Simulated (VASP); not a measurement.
Si4BW:

```xyz
6
Lattice="4.2381 0.0000 0.0000 0.0000 4.2381 0.0000 0.0000 0.0000 5.9763" Properties=species:S:1:pos:R:3 pbc="T T T"
Si    2.1190    0.0000    4.4764
Si    0.0000    2.1190    1.4998
Si    2.1190    0.0000    1.4998
Si    0.0000    2.1190    4.4764
B     2.1190    2.1190    2.9881
W     0.0000    0.0000    0.0000
```

The cell was generated, and may not be a known phase.

```yaml
Program: VASP 6.6.1
Task: relaxation of cell and atoms
Functional: PBE
Potentials_or_basis: VASP PAW PBE potentials, release 64 (Si, B, W_sv)
Cutoff: 600 eV
k_mesh: 4 × 4 × 4
Occupations: gaussian, width 0.1 eV
Spin: no spin polarisation
```

At the start: pressure -16.6 GPa; volume 17.89 Å³/atom.

Q: How do energy, volume and symmetry change on relaxing?

A: Over 18 steps the energy falls by 313.4 meV/atom and the volume is 13.88 Å³/atom (-22.4 %); space group P4/mmm (No. 123, to 0.1 Å) before and after.

Step by step:
```
step  energy change (eV)  largest force (eV/Å)  pressure (GPa)  volume (Å³)
   1              0.0000                0.5891          -16.57       107.34
   2             -1.0654                2.1422           14.61        81.07
   3             -1.3107                1.6649            1.48        87.56
   4             -1.6240                0.3947            2.90        85.10
   5             -1.6263                0.2544            3.17        84.88
   6             -1.6799                0.0139           -3.03        87.99
   7             -1.6821                0.0465           -2.08        87.47
   8             -1.7298                0.1382           -1.45        86.58
   9             -1.8407                0.4724            0.84        83.71
  10             -1.3590                0.0696           10.96        77.06
  11             -1.8594                0.3949            1.33        83.10
  12             -1.8615                0.3629            2.11        82.39
  13             -1.8642                0.0070           -0.27        82.98
  14             -1.8706                0.1609            0.80        82.71
  15             -1.8775                0.0970            0.22        83.12
  16             -1.8799                0.0188           -0.41        83.57
  17             -1.8800                0.0290           -0.34        83.52
  18             -1.8803                0.0076            0.10        83.30
```

Final structure:
```xyz
6
Lattice="3.7354 0.0000 0.0000 0.0000 3.7354 0.0000 0.0000 0.0000 5.9696" Properties=species:S:1:pos:R:3 pbc="T T T"
Si    1.8677    0.0000    4.2583
Si    0.0000    1.8677    1.7113
Si    1.8677    0.0000    1.7113
Si    0.0000    1.8677    4.2583
B     1.8677    1.8677    2.9848
W     0.0000    0.0000    0.0000
```

Caveat: the k points lie up to 0.42 Å⁻¹ apart in the final cell, too coarse for converged energies and pressures of a metal; the volume moved by over 15 % at a fixed basis, so the end points are rough.
